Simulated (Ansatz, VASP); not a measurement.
**WSe2: VASP beside Ansatz**

```
W Se
1.0
     3.28200    0.00000    0.00000
    -1.64100    2.84230    0.00000
     0.00000    0.00000   12.96000
W Se
2 4
Direct
  0.33333 0.66667 0.25000
  0.66667 0.33333 0.75000
  0.33333 0.66667 0.62110
  0.66667 0.33333 0.12110
  0.33333 0.66667 0.87890
  0.66667 0.33333 0.37890
```

Alike in both runs: task relaxation of the atoms; functional LDA; k mesh 10 × 10 × 3; no spin polarisation.

|  | VASP | Ansatz |
| --- | --- | --- |
| version | VASP 6.6.1 | Ansatz 0.2.0 |
| potentials or method | VASP PAW LDA potentials, release 64 (W_sv, Se) | scalar-relativistic, plane waves, PAW |
| plane-wave cutoff (eV) | 450 | 420 |
| occupations | gaussian, width 0.01 eV | fixed |
| valence electrons in the cell | 52 | 92 |

```tsv
	VASP	Ansatz	Ansatz less VASP
gap on the k mesh at the Fermi level, each at its own relaxed structure (eV)	0.94	0.96	+0.016
```

LDA's correlation is that of Perdew and Zunger in VASP and of Perdew and Wang (1992) in Ansatz. VASP's potentials hold 52 valence electrons a cell and Ansatz's 92, so a difference there can come from the potentials and not from the codes. Ansatz's warnings: stress scf threshold loose.

Spin-orbit coupling is off throughout.
